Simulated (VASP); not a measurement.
# C (Fd-3m) in VASP: notebook

C is run at these levels: r2SCAN+D3(BJ), r2SCAN; tasks: single point, relaxation of cell and atoms.

Program: VASP 6.6.1. These are calculated values, not measurements. Logs are shortened: lines on timing, memory, paths and dates and some standing lists are left out, and cuts for length are marked.

## (1) The cell of the first run

Symmetry: Fd-3m, No. 227, cubic system. Conventional cell: a = 3.590 Å, b = 3.590 Å, c = 3.590 Å, α = 90.00°, β = 90.00°, γ = 90.00°. C (site symmetry -43m) has 4 C at 1.55 Å within 2.1 Å.

## (2) Single point, r2SCAN+D3(BJ)

File POSCAR:

```
C
1.0
    0.0000000000      1.7951807415      1.7951807415
    1.7951807415      0.0000000000      1.7951807415
    1.7951807415      1.7951807415      0.0000000000
C
2
Direct
    0.7500000000      0.7500000000      0.7500000000
    0.5000000000      0.5000000000      0.5000000000
```

File INCAR.step1:

```
SYSTEM = C
PREC = Accurate ; ENCUT = 520
ISMEAR = -1 ; SIGMA = 0.05
LREAL = .False. ; LASPH = .True.
NELM = 60 ; NBANDS = 11
GGA = PE ; ALGO = Normal
EDIFF = 1E-4 ; LWAVE = .True.
LCHARG = .False.
```

File INCAR.step2:

```
SYSTEM = C
PREC = Accurate ; ENCUT = 520
EDIFF = 1E-6 ; ISMEAR = -1
SIGMA = 0.05 ; LREAL = .False.
LASPH = .True. ; NELM = 60
ALGO = Normal ; ISIF = 2
LWAVE = .False. ; LCHARG = .False.
METAGGA = R2SCAN ; LMIXTAU = .True.
IVDW = 12 ; NBANDS = 11
VDW_S6 = 1.0 ; VDW_S8 = 0.78981345
VDW_A1 = 0.49484001 ; VDW_A2 = 5.73083694
ISTART = 1
```

File KPOINTS:

```
regular mesh
0
Gamma
  13 13 13
  0 0 0
```

Potentials or basis: VASP PAW PBE potentials, release 64 (C).

Launch:

```
cat potpaw_PBE.64/C/POTCAR > POTCAR
cp INCAR.step1 INCAR
mpirun -np 1 vasp_std > vasp.out
cp INCAR.step2 INCAR
mpirun -np 1 vasp_std > vasp.out
```

OUTCAR:

```text
SYSTEM = C
   PREC = Accurate
   ENCUT = 520
   EDIFF = 1E-6
   ISMEAR = -1
   LREAL = .False.
   LASPH = .True.
   NELM = 60
   ISIF = 2
   METAGGA = R2SCAN
   IVDW = 12
   ISTART = 1
 IVDW          = 12

 ion  position               nearest neighbor table
   1  0.750  0.750  0.750-   2 1.55   2 1.55   2 1.55   2 1.55
   2  0.500  0.500  0.500-   1 1.55   1 1.55   1 1.55   1 1.55

  LATTYP: Found a face centered cubic cell.
 ALAT       =     3.5903614830

  Lattice vectors:

 A1 = (   0.0000000000,   1.7951807415,   1.7951807415)
 A2 = (   1.7951807415,   0.0000000000,   1.7951807415)
 A3 = (   1.7951807415,   1.7951807415,   0.0000000000)

Analysis of symmetry for initial positions (statically):
=====================================================================
 Subroutine PRICEL returns:
 Original cell was already a primitive cell.

 Routine SETGRP: Setting up the symmetry group for a
 face centered cubic supercell.

 Subroutine GETGRP returns: Found 48 space group operations
 (whereof 24 operations were pure point group operations)
 out of a pool of 48 trial point group operations.

The static configuration has the point symmetry T_d .
 The point group associated with its full space group is O_h .

Analysis of symmetry for dynamics (positions and initial velocities):
=====================================================================
 Subroutine PRICEL returns:
 Original cell was already a primitive cell.

 Routine SETGRP: Setting up the symmetry group for a
 face centered cubic supercell.

 Subroutine GETGRP returns: Found 48 space group operations
 (whereof 24 operations were pure point group operations)
 out of a pool of 48 trial point group operations.

The dynamic configuration has the point symmetry T_d .
 The point group associated with its full space group is O_h .

 Subroutine INISYM returns: Found 48 space group operations
 (whereof 24 operations are pure point group operations),
 and found     1 'primitive' translations

----------------------------------------------------------------------------------------

                                     Primitive cell

  volume of cell :      11.5706

  direct lattice vectors                    reciprocal lattice vectors
     0.000000000  1.795180742  1.795180742    -0.278523487  0.278523487  0.278523487
     1.795180742  0.000000000  1.795180742     0.278523487 -0.278523487  0.278523487
     1.795180742  1.795180742  0.000000000     0.278523487  0.278523487 -0.278523487

  length of vectors
     2.538768952  2.538768952  2.538768952     0.482416831  0.482416831  0.482416831

  position of ions in fractional coordinates (direct lattice)
     0.750000000  0.750000000  0.750000000
     0.500000000  0.500000000  0.500000000

  ion indices of the primitive-cell ions
   primitive index   ion index
                 1           1
                 2           2

----------------------------------------------------------------------------------------

 KPOINTS: regular mesh

Automatic generation of k-mesh.
 Grid dimensions read from file:
 generate k-points for:   13   13   13

 Generating k-lattice:

  Cartesian coordinates                     Fractional coordinates (reciprocal lattice)
    -0.021424884  0.021424884  0.021424884     0.076923077  0.000000000  0.000000000
     0.021424884 -0.021424884  0.021424884     0.000000000  0.076923077  0.000000000
     0.021424884  0.021424884 -0.021424884     0.000000000  0.000000000  0.076923077

  Length of vectors
     0.037108987  0.037108987  0.037108987

  Shift w.r.t. Gamma in fractional coordinates (k-lattice)
     0.000000000  0.000000000  0.000000000

 Subroutine IBZKPT returns following result:
 ===========================================

 Found     84 irreducible k-points:

 Following reciprocal coordinates:
            Coordinates               Weight
  0.000000  0.000000  0.000000      1.000000
  0.076923  0.000000  0.000000      8.000000
  0.153846  0.000000  0.000000      8.000000
  0.230769  0.000000  0.000000      8.000000
  0.307692  0.000000  0.000000      8.000000
  0.384615  0.000000  0.000000      8.000000
[... 16 lines left out ...]
  0.384615  0.153846  0.000000     24.000000
  0.461538  0.153846  0.000000     24.000000
 [... further k-points ...]
   k-points           NKPTS =     84   k-points in BZ     NKDIM =     84   number of bands    NBANDS=     11
   number of dos      NEDOS =    301   number of ions     NIONS =      2
   total plane-waves  NPLWV =   8000
   dimension x,y,z NGX =    20 NGY =   20 NGZ =   20
   dimension x,y,z NGXF=    40 NGYF=   40 NGZF=   40
   ions per type =               2
   NGX,Y,Z   is equivalent  to a cutoff of  13.10, 13.10, 13.10 a.u.
   NGXF,Y,Z  is equivalent  to a cutoff of  26.19, 26.19, 26.19 a.u.
 SYSTEM =  C
   PREC   = accura    normal or accurate (medium, high low for compatibility)
   ISTART =      1    job   : 0-new  1-cont  2-samecut
   ICHARG =      0    charge: 1-file 2-atom 10-const
   ISPIN  =      1    spin polarized calculation?
   LNONCOLLINEAR =      F non collinear calculations
   LSORBIT =      F    spin-orbit coupling
   LASPH  =      T    aspherical Exc in radial PAW
   ENCUT  =  520.0 eV  38.22 Ry    6.18 a.u.   4.72  4.72  4.72*2*pi/ulx,y,z
   NELM   =     60;   NELMIN=  2; NELMDL=  0     # of ELM steps
   EDIFF  = 0.1E-05   stopping-criterion for ELM
   LREAL  =      F    real-space projection
   EDIFFG = 0.1E-04   stopping-criterion for IOM
   NSW    =      0    number of steps for IOM
   IBRION =     -1    ionic relax: 0-MD 1-quasi-New 2-CG
   NFREE  =      0    steps in history (QN), initial steepest desc. (CG)
   ISIF   =      2    stress and relaxation
   ISYM   =      2    0-nonsym 1-usesym 2-fastsym
   POTIM  = 0.5000    time-step for ionic-motion
   TEBEG  =    0.0;   TEEND  =   0.0 temperature during run
   PSTRESS=    0.0 pullay stress
   NELECT =       8.0000    total number of electrons
   NUPDOWN=      -1.0000    fix difference up-down
   EMIN   =  10.00;   EMAX   =-10.00  energy-range for DOS
   EFERMI =   0.00;   METHOD = LEGACY
   ISMEAR =    -1;   SIGMA  =   0.05  broadening in eV -4-tet -1-fermi 0-gaus
   EFERMI_NEDOS =   21; number of points for ismear=-14 and -15
   IALGO  =     38    algorithm
   IMIX   =      4    mixing-type and parameters
     AMIX     =   0.40;   BMIX     =  1.00
     AMIX_MAG =   1.60;   BMIX_MAG =  1.00
  volume/ion in A,a.u.               =       5.79        39.04
  Fermi-wavevector in a.u.,A,eV,Ry     =   1.447616  2.735597 28.512253  2.095592
  Thomas-Fermi vector in A             =   2.565550
   LORBIT       =      0    0 simple, 1 ext, 2 COOP (PROOUT), +10 PAW based schemes
   METAGGA = R2SCAN    functional components
   LHFCALC =     F    Hartree Fock is set to
   AEXX    =    0.0000 exact exchange contribution
   IVDW    =    12    specifies the selected vdW correction
   LEPSILON=     F    determine dielectric tensor
   LRPA    =     F    only Hartree local field effects (RPA)
 non-spin polarized calculation
  energy-cutoff  :      520.00
  volume of cell :       11.57
 maximum number of plane-waves:       331
   NGX =  9   NGY =  9   NGZ =  9

 number of electron       8.0000000 magnetization

 Free energy of the ion-electron system (eV)
  ---------------------------------------------------
  ext. energy  EPLUGINS =         0.00000000
  ---------------------------------------------------
  free energy    TOTEN  =       -19.64976045 eV

  energy without entropy =      -19.64976045  energy(sigma->0) =      -19.64976045

 E-fermi :  10.3887     XC(G=0): -14.1495

 val. band max:        9.4271690434   @ k =   0.0000   0.0000   0.0000
 cond. band min:      13.7195146803   @ k =   0.3846   0.3846   0.0000
 fundamental gap:      4.2923456369
 Fermi energy:        10.3887121226

 k-point     1 :       0.0000    0.0000    0.0000
  band No.  band energies     occupation
      1     -12.9959      2.00000
      2       9.4272      2.00000
      3       9.4272      2.00000
      4       9.4272      2.00000
      5      15.2082      0.00000
      6      15.2082      0.00000
      7      15.2082      0.00000
      8      22.7733      0.00000
      9      29.5498      0.00000
     10      36.5966      0.00000
     11      36.5966      0.00000

 k-point     2 :       0.0769    0.0000    0.0000
  band No.  band energies     occupation
      1     -12.8270      2.00000
      2       8.3001      2.00000
      3       9.1356      2.00000
      4       9.1356      2.00000
      5      15.5904      0.00000
      6      15.5904      0.00000
      7      15.8623      0.00000
      8      22.9603      0.00000
      9      29.8450      0.00000
     10      34.7440      0.00000
     11      34.7440      0.00000

 k-point     3 :       0.1538    0.0000    0.0000
  band No.  band energies     occupation
      1     -12.3221      2.00000
      2       5.9177      2.00000
      3       8.4788      2.00000
      4       8.4788      2.00000
      5      16.4564      0.00000
      6      16.4564      0.00000
      7      16.8872      0.00000
      8      23.5075      0.00000
      9      30.5027      0.00000
     10      33.1388      0.00000
     11      33.1388      0.00000

 k-point     4 :       0.2308    0.0000    0.0000
  band No.  band energies     occupation
      1     -11.4883      2.00000
      2       3.2034      2.00000
      3       7.7680      2.00000
      4       7.7680      2.00000
      5      17.3322      0.00000
      6      17.3322      0.00000
      7      17.5937      0.00000
      8      24.3043      0.00000
      9      30.9844      0.00000
     10      32.5300      0.00000
     11      32.5300      0.00000

 k-point     5 :       0.3077    0.0000    0.0000
  band No.  band energies     occupation
      1     -10.3419      2.00000
      2       0.5027      2.00000
      3       7.1675      2.00000
      4       7.1675      2.00000
      5      17.9107      0.00000
      6      17.9107      0.00000
      7      17.9839      0.00000
      8      25.1097      0.00000
      9      31.1778      0.00000
     10      33.0434      0.00000
     11      33.0434      0.00000
[... 211 lines left out ...]
 k-point    21 :       0.2308    0.1538    0.0000
  band No.  band energies     occupation
      1     -11.4854      2.00000
      2       4.9953      2.00000
      3       6.2734      2.00000
      4       6.9592      2.00000
      5      14.8184      0.00000
      6      19.4494      0.00000
      7      19.5257      0.00000
      8      22.0774      0.00000
      9      29.9134      0.00000
     10      31.6558      0.00000
     11      37.1590      0.00000

 k-point    22 :       0.3077    0.1538    0.0000
  band No.  band energies     occupation
      1     -10.5507      2.00000
      2       2.5129      2.00000
      3       5.7182      2.00000
      4       6.2860      2.00000
      5      15.5982      0.00000
      6      20.0861      0.00000
      7      20.2971      0.00000
      8      21.9546      0.00000
      9      30.6965      0.00000
     10      31.9934      0.00000
     11      36.8569      0.00000

 k-point    23 :       0.3846    0.1538    0.0000
  band No.  band energies     occupation
      1      -9.3174      2.00000
      2       0.0096      2.00000
      3       5.4097      2.00000
      4       5.4913      2.00000
      5      16.3154      0.00000
      6      20.4135      0.00000
      7      20.5724      0.00000
      8      22.6029      0.00000
      9      31.6099      0.00000
     10      32.1903      0.00000
     11      37.3120      0.00000

 k-point    24 :       0.4615    0.1538    0.0000
  band No.  band energies     occupation
      1      -7.8615      2.00000
      2      -2.2886      2.00000
      3       4.7723      2.00000
      4       5.3672      2.00000
      5      16.7688      0.00000
      6      20.4362      0.00000
      7      20.5515      0.00000
      8      23.9541      0.00000
      9      30.9845      0.00000
     10      33.6403      0.00000
     11      37.4823      0.00000

 [... further k-points ...]

------------------------ aborting loop because EDIFF is reached ----------------------------------------

 Edisp (eV)   -0.17638

 E8    (eV) :    -0.0367

  FORCE on cell =-STRESS in cart. coord.  units (eV):
  Direction    XX          YY          ZZ          XY          YZ          ZX
  --------------------------------------------------------------------------------------
  -------------------------------------------------------------------------------------
  Total      -0.88916    -0.88916    -0.88916     0.00000    -0.00000     0.00000
  in kB    -123.12164  -123.12164  -123.12164     0.00000    -0.00000     0.00000
  external pressure =     -123.12 kB  Pullay stress =        0.00 kB

 VOLUME and BASIS-vectors are now :
 -----------------------------------------------------------------------------
  energy-cutoff  :      520.00
  volume of cell :       11.57
      direct lattice vectors                 reciprocal lattice vectors
     0.000000000  1.795180742  1.795180742    -0.278523487  0.278523487  0.278523487
     1.795180742  0.000000000  1.795180742     0.278523487 -0.278523487  0.278523487
     1.795180742  1.795180742  0.000000000     0.278523487  0.278523487 -0.278523487

 POSITION                                       TOTAL-FORCE (eV/Angst)
 -----------------------------------------------------------------------------------
      2.69277      2.69277      2.69277         0.000000      0.000000      0.000000
      1.79518      1.79518      1.79518        -0.000000     -0.000000     -0.000000
 -----------------------------------------------------------------------------------
    total drift:                                0.000000     -0.000000      0.000000

  FREE ENERGIE OF THE ION-ELECTRON SYSTEM (eV)
  ---------------------------------------------------
  free  energy   TOTEN  =       -19.8261426931 eV

  energy  without entropy=      -19.8261426931  energy(sigma->0) =      -19.82614269
```

Run time: 22 s. Hardware: 1 thread of Intel Xeon 6975P-C (Granite Rapids), shared host; peak memory 0.13 GiB.

What came out:

```
Free energy                : -19.8261 eV
Pressure                   : -12.3 GPa
Band gap on the k mesh     : 4.29 eV, indirect (least direct gap 5.78 eV)
Dispersion energy per atom : -0.088 eV
```

Caveat: the PAW data sets were made with another functional, which shifts forces and pressure a little. r2SCAN opens gaps a little over a GGA but as a rule still falls short of measured ones.

## (3) Single point, r2SCAN+D3(BJ)

This run uses another cell than the first one, of 5.90 Å³/atom, 1.020 times its volume.

File POSCAR:

```
C
1.0
    0.0000000000      1.8068380860      1.8068380860
    1.8068380860      0.0000000000      1.8068380860
    1.8068380860      1.8068380860      0.0000000000
C
2
Direct
    0.7500000000      0.7500000000      0.7500000000
    0.5000000000      0.5000000000      0.5000000000
```

File INCAR.step1:

```
PREC = Accurate
ENCUT = 520
ISMEAR = -1
SIGMA = 0.05
LREAL = F
LASPH = T
NELM = 100
NBANDS = 11
GGA = PE
ALGO = Normal
EDIFF = 1E-4
LWAVE = T
LCHARG = F
```

File INCAR.step2:

```
PREC = Accurate
ENCUT = 520
EDIFF = 1E-6
ISMEAR = -1
SIGMA = 0.05
LREAL = F
LASPH = T
NELM = 100
ALGO = Normal
ISIF = 2
LWAVE = F
LCHARG = F
METAGGA = R2SCAN
LMIXTAU = T
IVDW = 12
VDW_S6 = 1.0
VDW_S8 = 0.78981345
VDW_A1 = 0.49484001
VDW_A2 = 5.73083694
NBANDS = 11
ISTART = 1
```

File KPOINTS:

```
Automatic mesh
0
Gamma
  13 13 13
```

Potentials or basis: VASP PAW PBE potentials, release 64 (C).

Launch:

```
cat potpaw_PBE.64/C/POTCAR > POTCAR
cp INCAR.step1 INCAR
mpirun -np 1 vasp_std > vasp.out
cp INCAR.step2 INCAR
mpirun -np 1 vasp_std > vasp.out
```

OUTCAR:

```text
PREC = Accurate
   ENCUT = 520
   EDIFF = 1E-6
   ISMEAR = -1
   LREAL = F
   LASPH = T
   NELM = 100
   ISIF = 2
   METAGGA = R2SCAN
   IVDW = 12
   ISTART = 1
 IVDW          = 12

 ion  position               nearest neighbor table
   1  0.750  0.750  0.750-   2 1.56   2 1.56   2 1.56   2 1.56
   2  0.500  0.500  0.500-   1 1.56   1 1.56   1 1.56   1 1.56

  LATTYP: Found a face centered cubic cell.
 ALAT       =     3.6136761720

  Lattice vectors:

[... 525 lines left out ...]

 Edisp (eV)   -0.17295

 E8    (eV) :    -0.0359

  FORCE on cell =-STRESS in cart. coord.  units (eV):
  Direction    XX          YY          ZZ          XY          YZ          ZX
  --------------------------------------------------------------------------------------
  -------------------------------------------------------------------------------------
  Total      -1.46992    -1.46992    -1.46992    -0.00000     0.00000    -0.00000
  in kB    -199.62619  -199.62619  -199.62619    -0.00000     0.00000    -0.00000
  external pressure =     -199.63 kB  Pullay stress =        0.00 kB

 VOLUME and BASIS-vectors are now :
 -----------------------------------------------------------------------------
  energy-cutoff  :      520.00
  volume of cell :       11.80
      direct lattice vectors                 reciprocal lattice vectors
     0.000000000  1.806838086  1.806838086    -0.276726511  0.276726511  0.276726511
     1.806838086  0.000000000  1.806838086     0.276726511 -0.276726511  0.276726511
     1.806838086  1.806838086  0.000000000     0.276726511  0.276726511 -0.276726511

 POSITION                                       TOTAL-FORCE (eV/Angst)
 -----------------------------------------------------------------------------------
      2.71026      2.71026      2.71026        -0.000000     -0.000000     -0.000000
      1.80684      1.80684      1.80684         0.000000      0.000000      0.000000
 -----------------------------------------------------------------------------------
    total drift:                                0.000000     -0.000000      0.000000

  FREE ENERGIE OF THE ION-ELECTRON SYSTEM (eV)
  ---------------------------------------------------
  free  energy   TOTEN  =       -19.8036165409 eV

  energy  without entropy=      -19.8036165409  energy(sigma->0) =      -19.80361654
```

Wall time 23 s (1 thread of Intel Xeon 6975P-C (Granite Rapids), shared host); peak memory 0.13 GiB.

What came out:

```yaml
Free_energy: -19.8036 eV
Pressure: -20.0 GPa
Band_gap_on_the_k_mesh: 4.25 eV, indirect (least direct gap 5.73 eV)
Dispersion_energy_per_atom: -0.086 eV
```

Levels at points of the mesh, in eV from the valence-band top:
```csv
k point,band 1,band 2,band 3,band 4,band 5,band 6,band 7,band 8
"(0.00, 0.00, 0.00)",-22.16,0.00,0.00,0.00,5.73,5.73,5.73,12.89
```

Caveat: the PAW data sets were made with another functional, which shifts forces and pressure a little. A k mesh can miss the band edges.

## (4) Single point, r2SCAN+D3(BJ)

This run uses another cell than the first one, of 6.01 Å³/atom, 1.039 times its volume.

File POSCAR:

```
C
1.0
    0.0000000000      1.8183469191      1.8183469191
    1.8183469191      0.0000000000      1.8183469191
    1.8183469191      1.8183469191      0.0000000000
C
2
Direct
    0.7500000000      0.7500000000      0.7500000000
    0.5000000000      0.5000000000      0.5000000000
```

File INCAR.step1:

```
SYSTEM = C
  PREC = Accurate
  ENCUT = 520
  ISMEAR = -1
  SIGMA = 0.05
  LREAL = .FALSE.
  LASPH = .TRUE.
  NELM = 80
  NBANDS = 11
  GGA = PE
  ALGO = Normal
  EDIFF = 1E-4
  LWAVE = .TRUE.
  LCHARG = .FALSE.
```

File INCAR.step2:

```
SYSTEM = C
  PREC = Accurate
  ENCUT = 520
  EDIFF = 1E-6
  ISMEAR = -1
  SIGMA = 0.05
  LREAL = .FALSE.
  LASPH = .TRUE.
  NELM = 80
  ALGO = Normal
  ISIF = 2
  LWAVE = .FALSE.
  LCHARG = .FALSE.
  METAGGA = R2SCAN
  LMIXTAU = .TRUE.
  IVDW = 12
  VDW_S6 = 1.0
  VDW_S8 = 0.78981345
  VDW_A1 = 0.49484001
  VDW_A2 = 5.73083694
  NBANDS = 11
  ISTART = 1
```

File KPOINTS:

```
regular mesh
0
G
  13 13 13
  0 0 0
```

Launch:

```
cat potpaw_PBE.64/C/POTCAR > POTCAR
cp INCAR.step1 INCAR
mpirun -np 1 vasp_std > vasp.out
cp INCAR.step2 INCAR
mpirun -np 1 vasp_std > vasp.out
```

It took 20 s on 1 thread of Intel Xeon 6975P-C (Granite Rapids), shared host; peak memory 0.13 GiB.

The run converged. Its results:

```yaml
Free_energy: -19.7707 eV
Pressure: -26.9 GPa
Band_gap_on_the_k_mesh: 4.21 eV, indirect (least direct gap 5.68 eV)
Dispersion_energy_per_atom: -0.085 eV
```

Levels at points of the mesh, in eV from the valence-band top:
```csv
k point,band 1,band 2,band 3,band 4,band 5,band 6,band 7,band 8
"(0.00, 0.00, 0.00)",-21.91,0.00,0.00,0.00,5.68,5.68,5.68,12.45
```

Caveat: the PAW data sets were made with another functional, which shifts forces and pressure a little. A k mesh can miss the band edges.

(Part 1 of 2 ends here.)
